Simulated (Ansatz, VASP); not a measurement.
Two plane-wave programs on TaN

```xyz
4
Lattice="3.0881 0.0000 0.0000 -1.5441 2.6744 0.0000 0.0000 0.0000 4.9827" Properties=species:S:1:pos:R:3 pbc="T T T"
Ta    0.0000    0.0000    0.0000
Ta    0.0000    0.0000    2.4914
N     0.0000    1.7829    1.2457
N     1.5441    0.8915    3.7370
```

Change from the starting cell: volume scaled by 1.04, PAW files.

Alike in both runs: task electric field gradients; functional PBEsol; k mesh 9 × 9 × 5; occupations fermi-dirac, width 0.01 eV; no spin polarisation.

|  | VASP | Ansatz |
| --- | --- | --- |
| version | VASP 6.6.1 | Ansatz 0.2.0 |
| potentials or method | VASP PAW PBE potentials, release 64 (Ta_pv, N) | PAW with Ansatz's default frozen-core files, scalar-relativistic |
| plane-wave cutoff (eV) | 520 | 420 |
| valence electrons in the cell | 32 | 36 |

|  | VASP | Ansatz | Ansatz less VASP |
| --- | --- | --- | --- |
| pressure (GPa) | 31.0 | 29.7 | -1.27 |
| traceless stress, the component that is largest in VASP (GPa) | 49.55 | 49.28 | -0.269 |
| size of Vzz on the site where it differs most (V/Å²) | 183.0 | 215.2 | +32.15 |

VASP's potentials were made for PBE, not for PBEsol. Both programs put the cell under a high pressure, so it lies far from rest at this level. VASP's potentials hold 32 valence electrons a cell and Ansatz's 36, so a difference there can come from the potentials and not from the codes.

Neither program's run includes spin-orbit coupling.
